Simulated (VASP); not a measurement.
**In2O3: single point with PBE**

Crystal: In2O3.

```
In O
1.0
     2.81543    1.62549    4.96744
    -2.81543    1.62549    4.96744
     0.00000   -3.25098    4.96744
In O
4 6
Direct
  0.85725 0.85725 0.85725
  0.35725 0.35725 0.35725
  0.14275 0.14275 0.14275
  0.64275 0.64275 0.64275
  0.45352 0.04648 0.75000
  0.04648 0.75000 0.45352
  0.54648 0.95352 0.25000
  0.25000 0.54648 0.95352
  0.95352 0.25000 0.54648
  0.75000 0.45352 0.04648
```

```yaml
Program: VASP 6.6.1
Task: single point
Functional: PBE
Potentials_or_basis: VASP PAW PBE potentials, release 64 (In_d, O)
Cutoff: 520 eV
k_mesh: 4 × 4 × 4
Occupations: gaussian, width 0.01 eV
Spin: no spin polarisation
Dipole_correction: no
Further_INCAR_settings: ALGO = Normal; EDIFF = 1e-07; NBANDS = 55
```

* Pressure: -3.9 GPa
* Largest force: 0.065 eV/Å
* Band gap on the k mesh: 0.77 eV (least direct gap 0.86 eV)

Forces on the atoms (eV/Å):
```
In   0.000  0.000 -0.065
In   0.000  0.000 -0.065
In   0.000  0.000  0.065
In   0.000  0.000  0.065
O    0.003  0.000  0.000
O   -0.002 -0.003  0.000
O   -0.003  0.000  0.000
O    0.002 -0.003  0.000
O    0.002  0.003  0.000
O   -0.002  0.003  0.000
```

Stress tensor (GPa, compression positive):
```
-4.10  0.00  0.00
 0.00 -4.10  0.00
 0.00  0.00 -3.62
```

Levels at points of the mesh, in eV from the valence-band top:
| k point | band 41 | band 42 | band 43 | band 44 | band 45 | band 46 | band 47 | band 48 |
| --- | --- | --- | --- | --- | --- | --- | --- | --- |
| (0.00, 0.00, 0.00) | -0.23 | -0.23 | -0.09 | -0.09 | 0.77 | 5.17 | 5.59 | 6.71 |
| (0.50, 0.00, 0.00) | -0.70 | -0.70 | -0.06 | -0.06 | 4.41 | 4.41 | 5.32 | 5.32 |
| (0.50, 0.50, 0.00) | -0.50 | -0.35 | -0.10 | -0.04 | 4.57 | 4.97 | 5.79 | 5.98 |
| (0.50, 0.50, 0.50) | -0.18 | -0.18 | -0.18 | -0.18 | 3.90 | 3.90 | 6.44 | 6.44 |

Run time: 71 s on 1 thread of Intel(R) Xeon(R) 6975P-C (Granite Rapids), with other jobs on the host, peak memory 0.34 GiB.

Caveat: the cell stands under tension; spin-orbit coupling is left out, which moves the levels of the heavy elements. A k mesh can miss the band edges.
